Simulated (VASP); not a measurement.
A run of VASP 6.6.1 is set up as follows.

Contents of INCAR:

```
ALGO     = Normal         # electronic algorithm
EDIFF    = 1E-6           # SCF threshold, eV
ENCUT    = 520            # plane-wave cutoff, eV
GGA      = PE             # functional
ISIF     = 2              # what is computed and relaxed
ISMEAR   = 0              # smearing method
ISPIN    = 2              # spin polarisation
LASPH    = T              # aspherical terms in the spheres
LCHARG   = T              # write CHGCAR
LELF     = T              # ELF
LORBIT   = 11             # projections on sites
LREAL    = F              # projectors in reciprocal space
LVHAR    = T            
LWAVE    = F              # write WAVECAR
MAGMOM   = 0.5 0.5        # initial moments
NBANDS   = 20             # bands
NELM     = 150            # most SCF steps
PREC     = Accurate       # precision mode
SIGMA    = 0.05           # smearing width, eV
```

File KPOINTS:

```
k-points
0
Gamma
  1 1 14
```

The input POSCAR:

```
InAs
1.0
    9.0000000000      0.0000000000      0.0000000000
    0.0000000000      9.3000000000      0.0000000000
    0.0000000000      0.0000000000      5.1021956933
In As
1 1
Direct
    0.5000000000      0.5000000000      0.0000000000
    0.5000000000      0.5000000000      0.5000000000
```

Potentials or basis: VASP PAW PBE potentials, release 64 (In_d, As).

Run with:

```sh
$ cat potpaw_PBE.64/In_d/POTCAR potpaw_PBE.64/As/POTCAR > POTCAR
$ mpirun -np 1 vasp_std > vasp.out
```

Task: Estimate the site moments.

Result: In -0.02; As +0.31 μB.

Task: Predict the net moment.

Result: 0.71 μB per cell.
